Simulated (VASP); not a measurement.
# Zn12O (a cell with a defect) in VASP: a series of runs

Zn12O (a cell with a defect) is run at these levels: PBE; tasks: single point.

Program: VASP 6.6.1. These are calculated values, not measurements. Logs are shortened: lines on timing, memory, paths and dates and some standing lists are left out, and cuts for length are marked.

## 1. The cell of the first run

The cell holds a defect, 13 atoms: a = 5.320 Å, b = 7.980 Å, c = 4.937 Å, α = 90.00°, β = 90.00°, γ = 120.00°.

## 2. Single point, PBE

Contents of INCAR:

```
ALGO = Normal
EDIFF = 1E-6
ENCUT = 520
GGA = PE
ISIF = 2
ISMEAR = -1
LASPH = True
LCHARG = True
LELF = True
LREAL = False
LVHAR = True
LWAVE = False
NBANDS = 87
NELM = 60
PREC = Accurate
SIGMA = 0.15
```

Contents of KPOINTS:

```
k-points
0
Gamma
  2 2 2
```

Contents of POSCAR:

```
Zn12O
1.0
    5.3200000000      0.0000000000      0.0000000000
   -3.9900000000      6.9108830000      0.0000000000
    0.0000000000      0.0000000000      4.9369600000
Zn O
12 1
Direct
    0.0124717898      0.0183777699      0.0413335439
    0.1667922548      0.2136135333      0.5207211883
    0.0036887177      0.3371611848     -0.0494399690
    0.1463338555      0.5250423533      0.4171160343
   -0.0195124674      0.6538960259      0.0032002846
    0.1475208216      0.8749081224      0.4644976912
    0.5298162680      0.0323591959      0.0664231728
    0.6692665665      0.2232561426      0.5119289793
    0.4991579309      0.3370721941      0.0034105359
    0.6521382732      0.5364157408      0.4943266819
    0.5149755192      0.6657618074      0.0243315480
    0.6720328450      0.8799531711      0.4795058225
    0.3580289253      0.8231314584      0.7773128864
```

Potentials or basis: VASP PAW PBE potentials, release 64 (Zn, O).

Launch:

```console
cat potpaw_PBE.64/Zn/POTCAR potpaw_PBE.64/O/POTCAR > POTCAR
mpirun -np 1 vasp_std > vasp.out
```

OUTCAR:

```text
EDIFF = 1E-6
   ENCUT = 520
   GGA = PE
   ISIF = 2
   ISMEAR = -1
   LASPH = True
   LREAL = False
   NELM = 60
   PREC = Accurate

 ion  position               nearest neighbor table
   1  0.012  0.018  0.041-   9 2.57   3 2.61   7 2.63   6 2.65  12 2.68   7 2.70   2 2.72  11 2.74
                             5 2.83   2 2.90
   2  0.167  0.214  0.521-  10 2.58   4 2.59   8 2.64  12 2.66   3 2.66   6 2.67   8 2.69   1 2.72
                             9 2.83   1 2.90   9 2.98
   3  0.004  0.337  0.951-   7 2.54   5 2.60   1 2.61   4 2.64   9 2.65   8 2.66   2 2.66   9 2.70
                            11 2.70   4 2.94
   4  0.146  0.525  0.417-   8 2.52  11 2.58   2 2.59   5 2.63   3 2.64  10 2.67  10 2.70   6 2.80
                            12 2.83   3 2.94
   5  0.980  0.654  0.003-  13 2.10  11 2.53   9 2.54   3 2.60   4 2.63   6 2.74  11 2.80   1 2.83
                            10 2.86  10 2.93   7 2.99
   6  0.148  0.875  0.464-  13 2.07  12 2.55   1 2.65   7 2.65   2 2.67  10 2.67   5 2.74  12 2.77
                             8 2.79   4 2.80
   7  0.530  0.032  0.066-  13 2.03   9 2.54   3 2.54   8 2.56   1 2.63   6 2.65  12 2.67   1 2.70
                            11 2.89   5 2.99   8 3.04
   8  0.669  0.223  0.512-   4 2.52  10 2.55   7 2.56   2 2.64   3 2.66   2 2.69  12 2.75   6 2.79
                             9 2.89   9 2.96   7 3.04
   9  0.499  0.337  0.003-   7 2.54   5 2.54   1 2.57  11 2.58   3 2.65   3 2.70  10 2.79   2 2.83
                            10 2.87   8 2.89   8 2.96   2 2.98
  10  0.652  0.536  0.494-   8 2.55   2 2.58   6 2.67   4 2.67  12 2.69   4 2.70  11 2.78   9 2.79
                             5 2.86   9 2.87   5 2.93  11 3.03
  11  0.515  0.666  0.024-  13 2.19   5 2.53   4 2.58   9 2.58  12 2.69   3 2.70   1 2.74  10 2.78
                             5 2.80   7 2.89  10 3.03
  12  0.672  0.880  0.480-  13 2.10   6 2.55   2 2.66   7 2.67   1 2.68  11 2.69  10 2.69   8 2.75
                             6 2.77   4 2.83
  13  0.358  0.823  0.777-   7 2.03   6 2.07   5 2.10  12 2.10  11 2.19

  LATTYP: Found a simple monoclinic cell.
 ALAT       =     5.3200000000
 B/A-ratio  =     0.9280000000
 C/A-ratio  =     1.3228757068
 COS(beta)  =    -0.1889822292

  Lattice vectors:

 A1 = (   5.3200000000,   0.0000000000,   0.0000000000)
 A2 = (   0.0000000000,   0.0000000000,   4.9369600000)
 A3 = (  -1.3300000000,  -6.9108830000,   0.0000000000)

Analysis of symmetry for initial positions (statically):
=====================================================================
 Subroutine PRICEL returns:
 Original cell was already a primitive cell.

 Routine SETGRP: Setting up the symmetry group for a
 simple monoclinic supercell.

 Subroutine GETGRP returns: Found  1 space group operations
 (whereof  1 operations were pure point group operations)
 out of a pool of  4 trial point group operations.

The static configuration has the point symmetry C_1 .

Analysis of symmetry for dynamics (positions and initial velocities):
=====================================================================
 Subroutine PRICEL returns:
 Original cell was already a primitive cell.

 Routine SETGRP: Setting up the symmetry group for a
 simple monoclinic supercell.

 Subroutine GETGRP returns: Found  1 space group operations
 (whereof  1 operations were pure point group operations)
 out of a pool of  4 trial point group operations.

The dynamic configuration has the point symmetry C_1 .

 Subroutine INISYM returns: Found  1 space group operations
 (whereof  1 operations are pure point group operations),
 and found     1 'primitive' translations

----------------------------------------------------------------------------------------

                                     Primitive cell

  volume of cell :     181.5118

  direct lattice vectors                    reciprocal lattice vectors
     5.320000000  0.000000000  0.000000000     0.187969925  0.108524482  0.000000000
    -3.990000000  6.910883000  0.000000000     0.000000000  0.144699310  0.000000000
     0.000000000  0.000000000  4.936960000     0.000000000  0.000000000  0.202553798

  length of vectors
     5.320000000  7.980000241  4.936960000     0.217048971  0.144699310  0.202553798

[... 32 lines left out ...]

 KPOINTS: k-points

Automatic generation of k-mesh.
 Grid dimensions read from file:
 generate k-points for:    2    2    2

 Generating k-lattice:

  Cartesian coordinates                     Fractional coordinates (reciprocal lattice)
     0.093984962  0.054262241  0.000000000     0.500000000  0.000000000  0.000000000
     0.000000000  0.072349655  0.000000000     0.000000000  0.500000000  0.000000000
     0.000000000  0.000000000  0.101276899     0.000000000  0.000000000  0.500000000

  Length of vectors
     0.108524486  0.072349655  0.101276899

  Shift w.r.t. Gamma in fractional coordinates (k-lattice)
     0.000000000  0.000000000  0.000000000

 Subroutine IBZKPT returns following result:
 ===========================================

 Found      8 irreducible k-points:

 Following reciprocal coordinates:
            Coordinates               Weight
  0.000000  0.000000  0.000000      1.000000
  0.500000  0.000000  0.000000      1.000000
  0.000000  0.500000  0.000000      1.000000
  0.500000  0.500000  0.000000      1.000000
  0.000000  0.000000  0.500000      1.000000
  0.500000  0.000000  0.500000      1.000000
  0.000000  0.500000  0.500000      1.000000
  0.500000  0.500000  0.500000      1.000000
   k-points           NKPTS =      8   k-points in BZ     NKDIM =      8   number of bands    NBANDS=     87
   number of dos      NEDOS =    301   number of ions     NIONS =     13
   total plane-waves  NPLWV =  96000
   dimension x,y,z NGX =    40 NGY =   60 NGZ =   40
   dimension x,y,z NGXF=    80 NGYF=  120 NGZF=   80
   ions per type =              12   1
   NGX,Y,Z   is equivalent  to a cutoff of  12.50, 12.50, 13.47 a.u.
   NGXF,Y,Z  is equivalent  to a cutoff of  25.00, 25.00, 26.94 a.u.
 SYSTEM =  unknown system
   PREC   = accura    normal or accurate (medium, high low for compatibility)
   ISTART =      0    job   : 0-new  1-cont  2-samecut
   ICHARG =      2    charge: 1-file 2-atom 10-const
   ISPIN  =      1    spin polarized calculation?
   LNONCOLLINEAR =      F non collinear calculations
   LSORBIT =      F    spin-orbit coupling
   LASPH  =      T    aspherical Exc in radial PAW
   ENCUT  =  520.0 eV  38.22 Ry    6.18 a.u.   9.89 14.84  9.18*2*pi/ulx,y,z
   NELM   =     60;   NELMIN=  2; NELMDL= -5     # of ELM steps
   EDIFF  = 0.1E-05   stopping-criterion for ELM
   LREAL  =      F    real-space projection
   EDIFFG = 0.1E-04   stopping-criterion for IOM
   NSW    =      0    number of steps for IOM
   IBRION =     -1    ionic relax: 0-MD 1-quasi-New 2-CG
   NFREE  =      0    steps in history (QN), initial steepest desc. (CG)
   ISIF   =      2    stress and relaxation
   ISYM   =      2    0-nonsym 1-usesym 2-fastsym
   POTIM  = 0.5000    time-step for ionic-motion
   TEBEG  =    0.0;   TEEND  =   0.0 temperature during run
   PSTRESS=    0.0 pullay stress
   NELECT =     150.0000    total number of electrons
   NUPDOWN=      -1.0000    fix difference up-down
   EMIN   =  10.00;   EMAX   =-10.00  energy-range for DOS
   EFERMI =   0.00;   METHOD = LEGACY
   ISMEAR =    -1;   SIGMA  =   0.15  broadening in eV -4-tet -1-fermi 0-gaus
   EFERMI_NEDOS =   21; number of points for ismear=-14 and -15
   IALGO  =     38    algorithm
   IMIX   =      4    mixing-type and parameters
     AMIX     =   0.40;   BMIX     =  1.00
     AMIX_MAG =   1.60;   BMIX_MAG =  1.00
  volume/ion in A,a.u.               =      13.96        94.22
  Fermi-wavevector in a.u.,A,eV,Ry     =   1.536280  2.903148 32.111867  2.360156
  Thomas-Fermi vector in A             =   2.642951
   LORBIT       =      0    0 simple, 1 ext, 2 COOP (PROOUT), +10 PAW based schemes
   GGA     = PE    functional components
[... 5 lines left out ...]
 non-spin polarized calculation
  energy-cutoff  :      520.00
  volume of cell :      181.51
 maximum number of plane-waves:      4912
 NGX is ok and might be reduce to    40
   NGX = 19   NGY = 29   NGZ = 19

 number of electron     150.0000004 magnetization

 Free energy of the ion-electron system (eV)
  ---------------------------------------------------
  ext. energy  EPLUGINS =         0.00000000
  ---------------------------------------------------
  free energy    TOTEN  =       -19.45833658 eV

  energy without entropy =      -19.23016520  energy(sigma->0) =      -19.34425089

 E-fermi :   3.1939     XC(G=0): -11.7660

 val. band max:        3.1385189528   @ k =   0.0000   0.5000   0.0000
 cond. band min:       3.2774882462   @ k =   0.5000   0.5000   0.0000
 fundamental gap:      0.1389692934
 Fermi energy:         3.1938579353

 k-point     1 :       0.0000    0.0000    0.0000
  band No.  band energies     occupation
      1     -15.8997      2.00000
      2      -6.8259      2.00000
      3      -5.4678      2.00000
      4      -5.1626      2.00000
      5      -5.0806      2.00000
      6      -5.0148      2.00000
[... 709 lines left out ...]
     86       9.0084      0.00000
     87       9.2913      0.00000

------------------------ aborting loop because EDIFF is reached ----------------------------------------

  FORCE on cell =-STRESS in cart. coord.  units (eV):
  Direction    XX          YY          ZZ          XY          YZ          ZX
  --------------------------------------------------------------------------------------
  -------------------------------------------------------------------------------------
  Total        7.8058204      5.4939711     11.6796862      1.3566412      0.8037382      0.0757952
  in kB       68.9008147     48.4944651    103.0948511     11.9748699      7.0944773      0.6690328
  external PRESSURE =      73.4967103 kB  Pullay stress =       0.0000000 kB

 VOLUME and BASIS-vectors are now :
 -----------------------------------------------------------------------------
  energy-cutoff  :      520.00
  volume of cell :      181.51
      direct lattice vectors                 reciprocal lattice vectors
     5.320000000  0.000000000  0.000000000     0.187969925  0.108524482  0.000000000
    -3.990000000  6.910883000  0.000000000     0.000000000  0.144699310  0.000000000
     0.000000000  0.000000000  4.936960000     0.000000000  0.000000000  0.202553798

 POSITION                                       TOTAL-FORCE (eV/Angst)
 -----------------------------------------------------------------------------------
     -0.00698      0.12701      0.20406         0.007106      0.010434      0.014043
      0.03502      1.47626      2.57078        -0.007599     -0.012109      0.003015
     -1.32565      2.33008      4.69288         0.009395     -0.006367     -0.004150
     -1.31642      3.62851      2.05929         0.009608      0.006333      0.016397
      2.60715      4.51900      0.01580        -0.028131      0.012842      0.021614
     -2.70607      6.04639      2.29321        -0.060237      0.017405     -0.035156
      2.68951      0.22363      0.32793        -0.020345     -0.008251     -0.007262
      2.66971      1.54290      2.52737        -0.016673      0.000115      0.021908
      1.31060      2.32947      0.01684         0.000983     -0.002729     -0.011931
      1.32908      3.70711      2.44047         0.005989     -0.004138     -0.010627
      0.08328      4.60100      0.12012         0.002218      0.000936     -0.036601
      0.06420      6.08125      2.36730         0.029838      0.009778     -0.034063
     -1.37958      5.68857      3.83756         0.067849     -0.024248      0.062812
 -----------------------------------------------------------------------------------
    total drift:                                0.000045      0.000167     -0.002538

  FREE ENERGIE OF THE ION-ELECTRON SYSTEM (eV)
  ---------------------------------------------------
  free  energy   TOTEN  =       -19.4583365789 eV

  energy  without entropy=      -19.2301651955  energy(sigma->0) =      -19.34425089
```

Wall time 3.2 min (1 thread of Intel Xeon 6975P-C, shared host); peak memory 0.34 GiB.

Results:

```yaml
Free_energy: -19.4583 eV
Pressure: 7.3 GPa
Largest_force: 0.096 eV/Å
Band_gap_on_the_k_mesh: zero (band 75 reaches 3.88 eV, above the bottom of band 76 at 2.64 eV)
```

Forces on the atoms (eV/Å):
```
Zn   0.007  0.010  0.014
Zn  -0.008 -0.012  0.003
Zn   0.009 -0.006 -0.004
Zn   0.010  0.006  0.016
Zn  -0.028  0.013  0.022
Zn  -0.060  0.017 -0.035
Zn  -0.020 -0.008 -0.007
Zn  -0.017  0.000  0.022
Zn   0.001 -0.003 -0.012
Zn   0.006 -0.004 -0.011
Zn   0.002  0.001 -0.037
Zn   0.030  0.010 -0.034
O    0.068 -0.024  0.063
```

Caveat: the k points lie up to 0.68 Å⁻¹ apart.

[end of part 1 of 2]
